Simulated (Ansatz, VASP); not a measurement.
Sc4Mo in VASP and in Ansatz

```
Sc Mo
1.0
     4.89558    0.00000    0.00000
    -2.44779    4.23970    0.00000
     0.00000    0.00000    5.71339
Sc Mo
4 1
Direct
  0.33333 0.66667 0.50000
  0.66667 0.33333 0.50000
  0.33333 0.66667 0.00000
  0.66667 0.33333 0.00000
  0.00000 0.00000 0.50000
```

Alike in both runs: task single point; functional PBE; k mesh 6 × 6 × 4; occupations gaussian, width 0.1 eV; collinear spin.

|  | VASP | Ansatz |
| --- | --- | --- |
| version | VASP 6.6.1 | Ansatz 0.2.0 |
| potentials or method | VASP PAW PBE potentials, release 64 (Sc_sv, Mo_sv), cutoff 520 eV | scalar-relativistic, plane waves, PAW |
| valence electrons in the cell | 58 | 58 |

VASP gave:

* gap on the k mesh at the Fermi level (eV): none
* pressure (GPa): 0.4
* traceless stress, the component that is largest in VASP (GPa): -0.01
* net moment per atom (μB): 0.00
* size of the moment on the site where the two differ most (μB): 0.00

Problem. Which values does Ansatz return?

Solution. gap on the k mesh at the Fermi level (eV): none; pressure (GPa): 0.6; traceless stress, the component that is largest in VASP (GPa): 0.09; net moment per atom (μB): 0.23; size of the moment on the site where the two differ most (μB): 0.40.

The net moments are unlike, so the other rows may belong to different states. Site moments also hang on the region over which each program counts them. A gap of «none» marks a metal or a gap that the smearing closes. Ansatz's warnings: seeded moment not kept.
